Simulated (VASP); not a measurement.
**LiNbO3: single point with PBE**

Crystal: LiNbO3.

```
Li Nb O
1.0
     2.56890    1.48316    4.45457
    -2.56890    1.48316    4.45457
     0.00000   -2.96631    4.45457
Li Nb O
2 2 6
Direct
  0.75000 0.75000 0.75000
  0.25000 0.25000 0.25000
  0.50000 0.50000 0.50000
  0.00000 0.00000 0.00000
  0.62021 0.87979 0.25000
  0.25000 0.62021 0.87979
  0.87979 0.25000 0.62021
  0.75000 0.37979 0.12021
  0.37979 0.12021 0.75000
  0.12021 0.75000 0.37979
```

This cell differs from its parent crystal: z stretched by -1 %, then relaxed in part.

| Item | Value |
| --- | --- |
| Program | VASP 6.6.1 |
| Task | single point |
| Functional | PBE |
| Potentials or basis | VASP PAW PBE potentials, release 64 (Li_sv, Nb_sv, O) |
| Cutoff | 520 eV |
| k mesh | 7 × 7 × 7 |
| Occupations | fermi-dirac, width 0.02 eV |
| Spin | no spin polarisation |
| Dipole correction | no |
| Further INCAR settings | ALGO = Normal; EDIFF = 1e-07; NBANDS = 45 |

| Property | Result |
| --- | --- |
| Largest force | 0.031 eV/Å |
| Band gap on the k mesh | 2.65 eV (least direct gap 2.71 eV) |

Forces on the atoms (eV/Å):
```
Li   0.000  0.000  0.000
Li   0.000  0.000  0.000
Nb   0.000  0.000  0.000
Nb   0.000  0.000  0.000
O    0.031  0.000  0.000
O   -0.015  0.027  0.000
O   -0.015 -0.027  0.000
O    0.015 -0.027  0.000
O   -0.031  0.000  0.000
O    0.015  0.027  0.000
```

Levels at points of the mesh, in eV from the valence-band top:
```csv
k point,band 31,band 32,band 33,band 34,band 35,band 36,band 37,band 38
"(0.00, 0.00, 0.00)",-0.44,-0.25,-0.25,0.00,2.71,2.71,2.78,4.75
```

It took 5 min on 1 thread of Intel(R) Xeon(R) Platinum 8375C CPU @ 2.90GHz (Ice Lake), with other jobs on the host, peak memory 0.33 GiB.

Caveat: the cell differs from its parent crystal (z stretched by -1 %, then relaxed in part). A k mesh can miss the band edges.
